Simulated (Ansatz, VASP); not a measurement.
## Two plane-wave programs on SiB3W

```
Si B W
1.0
     3.90448    0.00072   -0.00325
     0.04055    4.39981   -0.00286
     0.20231    1.58140    6.62598
Si B W
2 6 2
Direct
  0.95802 0.53816 0.45950
  0.97161 0.13776 0.05976
  0.25042 0.32515 0.26185
  0.96481 0.94659 0.70626
  0.96536 0.59978 0.87134
  0.97012 0.01960 0.43126
  0.00763 0.63119 0.11276
  0.96269 0.30412 0.75191
  0.48307 0.83625 0.27668
  0.46626 0.16141 0.56869
```

Change from the starting cell: the structure that the rattled cell fell into.

Alike in both runs: functional PBE; k mesh 10 × 10 × 6; occupations gaussian, width 0.1 eV; no spin polarisation.

Ansatz relaxed the structure, and its values are those at the end. VASP's run is a single point on that final structure, the one shown.

```csv
,VASP,Ansatz
version,VASP 6.6.1,Ansatz 0.2.0
potentials or method,"VASP PAW PBE potentials, release 64 (Si, B, W_sv), cutoff 500 eV","scalar-relativistic, plane waves, PAW"
valence electrons in the cell,54,54
```

Ansatz gave:

* gap on the k mesh at the Fermi level (eV): none
* pressure (GPa): 0.0
* rms of the force components (eV/Å): 0.002

Which values does VASP return?

gap on the k mesh at the Fermi level (eV): none; pressure (GPa): 0.1; rms of the force components (eV/Å): 0.007.

A gap of «none» marks a metal or a gap that the smearing closes.

Spin-orbit coupling is off throughout.
